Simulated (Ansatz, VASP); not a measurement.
## AgB2: VASP beside Ansatz

The input INCAR:

```
PREC = Accurate
ENCUT = 520
EDIFF = 1E-8
ISMEAR = -1
SIGMA = 0.05
LREAL = F
LASPH = T
NELM = 100
ALGO = Normal
ISIF = 2
LWAVE = F
LCHARG = F
GGA = PS
LEFG = T
NBANDS = 16
```

File KPOINTS:

```
Automatic mesh
0
Gamma
  16 16 13
```

File POSCAR:

```
AgB2
1.0
    2.9387599332      0.0000000000      0.0000000000
   -1.4693799666      2.5450407578      0.0000000000
    0.0000000000      0.0000000000      3.1738589922
Ag B
1 2
Direct
    0.0000000000      0.0000000000      0.0000000000
    0.3333333333      0.6666666667      0.5000000000
    0.6666666667      0.3333333333      0.5000000000
```

Input for Ansatz:

```yaml
crystal:
  lattice:
    - [2.9387599332, 0.0, 0.0]
    - [-1.4693799666, 2.5450407578, 0.0]
    - [0.0, 0.0, 3.1738589922]
  atoms:
    - { symbol: Ag, position: [0.0, 0.0, 0.0] }
    - { symbol: B, position: [0.3333333333, 0.6666666667, 0.5] }
    - { symbol: B, position: [0.6666666667, 0.3333333333, 0.5] }
kpoints:
  mp_grid: { grid: [16, 16, 13] }
scf:
  occupations: { method: fermi_dirac, width: 0.05 }
hamiltonian:
  xc: pbesol
  pseudopotentials: { kind: all_electron, datasets: crystal }
output:
  forces: true
  stress: true
  eigenvalues: true
  efg: { contact_densities: true }
```

Change from the starting cell: volume scaled by 0.94, crystal datasets.

Alike in both runs: task electric field gradients; functional PBEsol; k mesh 16 × 16 × 13; occupations fermi-dirac, width 0.05 eV; no spin polarisation.

|  | VASP | Ansatz |
| --- | --- | --- |
| version | VASP 6.6.1 | Ansatz 0.2.0 |
| potentials or method | VASP PAW PBE potentials, release 64 (Ag, B), cutoff 520 eV | all-electron PAW with datasets made for the crystal, scalar-relativistic |

VASP gave:

* pressure (GPa): 72.4
* traceless stress, the component that is largest in VASP (GPa): 20.90
* size of Vzz on the site where it differs most (V/Å²): 31.1

Question: Which values does Ansatz return?

Answer: Pressure (GPa): 72.2; traceless stress, the component that is largest in VASP (GPa): 21.10; size of Vzz on the site where it differs most (V/Å²): 27.8.

VASP's potentials were made for PBE, not for PBEsol. Both programs put the cell under a high pressure, so it lies far from rest at this level. Ansatz ran all-electron here, and VASP with PAW potentials.

Noted on VASP's run: the cell as given lies far from equilibrium.
